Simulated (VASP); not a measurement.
# TaN (P3m1) in VASP: further runs, part 2 of 2

VASP 6.6.1.

## (3) Single point, PBEsol (all N atoms moved +0.225 Å, as atom 2 along Cartesian [0 0 1])

Input file INCAR:

```
  PREC = Accurate
  ENCUT = 520
  EDIFF = 1E-6
  ISMEAR = 0
  SIGMA = 0.15
  LREAL = False
  LASPH = True
  NELM = 60
  ALGO = Normal
  ISIF = 2
  LWAVE = False
  LCHARG = False
  GGA = PS
  NBANDS = 15
```

Input file KPOINTS:

```
regular mesh
0
Gamma
  18 18 16
```

Input file POSCAR:

```
TaN
1.0
    2.9379988584      0.0000000000      0.0000000000
   -1.4689994292      2.5443816477      0.0000000000
    0.0000000000      0.0000000000      2.8830000000
Ta N
1 1
Direct
    0.3333333333      0.6666666667      0.5000000000
    0.0000000000      0.0000000000      0.0780437045
```

Potentials or basis: VASP PAW PBE potentials, release 64 (Ta_pv, N).

On the command line:

```console
$ cat potpaw_PBE.64/Ta_pv/POTCAR potpaw_PBE.64/N/POTCAR > POTCAR
$ mpirun -np 1 vasp_std > vasp.out
```

OUTCAR:

```text
PREC = Accurate
   ENCUT = 520
   EDIFF = 1E-6
   ISMEAR = 0
   LREAL = False
   LASPH = True
   NELM = 60
   ISIF = 2
   GGA = PS

 ion  position               nearest neighbor table
   1  0.333  0.667  0.500-   2 2.09   2 2.09   2 2.09   2 2.38   2 2.38   2 2.38
   2  0.000  0.000  0.078-   1 2.09   1 2.09   1 2.09   1 2.38   1 2.38   1 2.38

  LATTYP: Found a hexagonal cell.
 ALAT       =     2.9379988584
 C/A-ratio  =     0.9812801635

  Lattice vectors:

 A1 = (   2.9379988584,   0.0000000000,   0.0000000000)
 A2 = (  -1.4689994292,   2.5443816477,   0.0000000000)
 A3 = (   0.0000000000,   0.0000000000,   2.8830000000)

Analysis of symmetry for initial positions (statically):
=====================================================================
 Subroutine PRICEL returns:
 Original cell was already a primitive cell.

 Routine SETGRP: Setting up the symmetry group for a
 hexagonal supercell.

 Subroutine GETGRP returns: Found  6 space group operations
 (whereof  6 operations were pure point group operations)
 out of a pool of 24 trial point group operations.

The static configuration has the point symmetry C_3v.

Analysis of symmetry for dynamics (positions and initial velocities):
=====================================================================
 Subroutine PRICEL returns:
 Original cell was already a primitive cell.

 Routine SETGRP: Setting up the symmetry group for a
 hexagonal supercell.

 Subroutine GETGRP returns: Found  6 space group operations
 (whereof  6 operations were pure point group operations)
 out of a pool of 24 trial point group operations.

The dynamic configuration has the point symmetry C_3v.

 Subroutine INISYM returns: Found  6 space group operations
 (whereof  6 operations are pure point group operations),
 and found     1 'primitive' translations

[... 120 lines left out ...]
   LHFCALC =     F    Hartree Fock is set to
   AEXX    =    0.0000 exact exchange contribution
   IVDW    =     0    specifies the selected vdW correction
   LEPSILON=     F    determine dielectric tensor
   LRPA    =     F    only Hartree local field effects (RPA)
 non-spin polarized calculation
 Gauss-broadening in eV      SIGMA  =   0.15
  energy-cutoff  :      520.00
  volume of cell :       21.55
 maximum number of plane-waves:       605
 NGX is ok and might be reduce to    24
   NGX = 11   NGY = 11   NGZ = 11

 number of electron      16.0000002 magnetization

 Free energy of the ion-electron system (eV)
  ---------------------------------------------------
  ext. energy  EPLUGINS =         0.00000000
  ---------------------------------------------------
  free energy    TOTEN  =       -23.43130612 eV

  energy without entropy =      -23.43039624  energy(sigma->0) =      -23.43085118

 E-fermi :   8.2466     XC(G=0): -13.4757

 val. band max:        8.2177822462   @ k =   0.0000   0.0000   0.4375
 cond. band min:       8.2569062884   @ k =   0.0556   0.0000   0.5000
 fundamental gap:      0.0391240422
 Fermi energy:         8.2466032419

 k-point     1 :       0.0000    0.0000    0.0000
  band No.  band energies     occupation
      1     -26.6188      2.00000
      2     -26.3619      2.00000
      3     -26.3619      2.00000
      4      -9.6392      2.00000
      5       2.7441      2.00000
      6       3.1901      2.00000
      7       3.1901      2.00000
      8       6.5340      2.00000
      9      10.2906      0.00000
     10      11.2471      0.00000
     11      11.2471      0.00000
     12      12.9901      0.00000
     13      12.9901      0.00000
     14      20.1489      0.00000
[... 401 lines left out ...]
      2     -26.6775      2.00000
      3     -26.4663      2.00000
      4      -7.3902      2.00000
      5       0.0141      2.00000
      6       2.9884      2.00000
      7       3.8784      2.00000
      8       5.7120      2.00000
      9      10.1935      0.00000
     10      11.1308      0.00000
     11      12.2610      0.00000
     12      14.2245      0.00000
     13      17.3275      0.00000
     14      20.4966      0.00000
     15      21.6077      0.00000

 [... further k-points ...]

------------------------ aborting loop because EDIFF is reached ----------------------------------------

  FORCE on cell =-STRESS in cart. coord.  units (eV):
  Direction    XX          YY          ZZ          XY          YZ          ZX
  --------------------------------------------------------------------------------------
  -------------------------------------------------------------------------------------
  Total        0.8220053      0.8220053      1.0262954      0.0000000      0.0000000      0.0000000
  in kB       61.1092081     61.1092081     76.2964692      0.0000000      0.0000000      0.0000000
  external PRESSURE =      66.1716285 kB  Pullay stress =       0.0000000 kB

 VOLUME and BASIS-vectors are now :
 -----------------------------------------------------------------------------
  energy-cutoff  :      520.00
  volume of cell :       21.55
      direct lattice vectors                 reciprocal lattice vectors
     2.937998858  0.000000000  0.000000000     0.340367729  0.196511400  0.000000000
    -1.468999429  2.544381648  0.000000000     0.000000000  0.393022800  0.000000000
     0.000000000  0.000000000  2.883000000     0.000000000  0.000000000  0.346860909

 POSITION                                       TOTAL-FORCE (eV/Angst)
 -----------------------------------------------------------------------------------
     -0.00000      1.69625      1.44150        -0.000000      0.000000      3.447519
      0.00000      0.00000      0.22500         0.000000     -0.000000     -3.447519
 -----------------------------------------------------------------------------------
    total drift:                                0.000000      0.000000     -0.000396

  FREE ENERGIE OF THE ION-ELECTRON SYSTEM (eV)
  ---------------------------------------------------
  free  energy   TOTEN  =       -23.4313061213 eV

  energy  without entropy=      -23.4303962419  energy(sigma->0) =      -23.43085118
```

OSZICAR:

```text
N       E                     dE             d eps       ncg     rms          rms(c)
DAV:   1     0.897937751587E+02    0.89794E+02   -0.84869E+03 15660   0.111E+03
DAV:   2    -0.231135617725E+02   -0.11291E+03   -0.10650E+03 18901   0.305E+02
DAV:   3    -0.258052476120E+02   -0.26917E+01   -0.26788E+01 17760   0.450E+01
DAV:   4    -0.258164528050E+02   -0.11205E-01   -0.11202E-01 20511   0.315E+00
DAV:   5    -0.258165234347E+02   -0.70630E-04   -0.70628E-04 17935   0.232E-01    0.251E+01
DAV:   6    -0.235416317068E+02    0.22749E+01   -0.36382E+00 20899   0.230E+01    0.108E+01
DAV:   7    -0.234662540635E+02    0.75378E-01   -0.51517E-01 17669   0.595E+00    0.729E+00
DAV:   8    -0.234375735040E+02    0.28681E-01   -0.13806E-01 19412   0.310E+00    0.131E+00
DAV:   9    -0.234314404252E+02    0.61331E-02   -0.13532E-02 17515   0.971E-01    0.227E-01
DAV:  10    -0.234313680187E+02    0.72407E-04   -0.10388E-03 19048   0.376E-01    0.910E-02
DAV:  11    -0.234313056054E+02    0.62413E-04   -0.79289E-05 18803   0.102E-01    0.123E-02
DAV:  12    -0.234313061213E+02   -0.51593E-06   -0.89907E-06 16934   0.274E-02
   1 F= -.23431306E+02 E0= -.23430851E+02  d E =-.909879E-03
```

stdout:

```text
POSCAR found type information on POSCAR TaN
 POSCAR found :  2 types and       2 ions
 scaLAPACK will be used
 -----------------------------------------------------------------------------
|                                                                             |
|                                                                             |
|     You enforced a specific xc type in the INCAR file but a different       |
|     I HOPE YOU KNOW WHAT YOU ARE DOING!                                     |
|                                                                             |
 -----------------------------------------------------------------------------

 LDA part: xc-table for (Slater+PW92), standard interpolation
 POSCAR, INCAR and KPOINTS ok, starting setup
 FFT: planning ... GRIDC
 FFT: planning ... GRID_SOFT
 FFT: planning ... GRID
 WAVECAR not read
 entering main loop
```

It took 2.5 min on 1 thread of Intel Xeon 8259CL, shared host; peak memory 0.29 GiB.

What came out:

| Item | Value |
| --- | --- |
| Free energy | -23.4313 eV |
| Pressure | 6.6 GPa |
| Largest force | 3.448 eV/Å |
| Band gap on the k mesh | zero (bands 8 and 9 overlap by 0.42 eV) |

Forces on the atoms (eV/Å):
```
Ta   0.000  0.000  3.448
N    0.000  0.000 -3.448
```

Caveat: the cell differs from its parent crystal (all N atoms moved +0.225 Å, as atom 2 along Cartesian [0 0 1]); the cell stands under pressure; the PAW data sets were made with another functional, which shifts forces and pressure a little; spin-orbit coupling is left out, which moves the levels of the heavy elements.
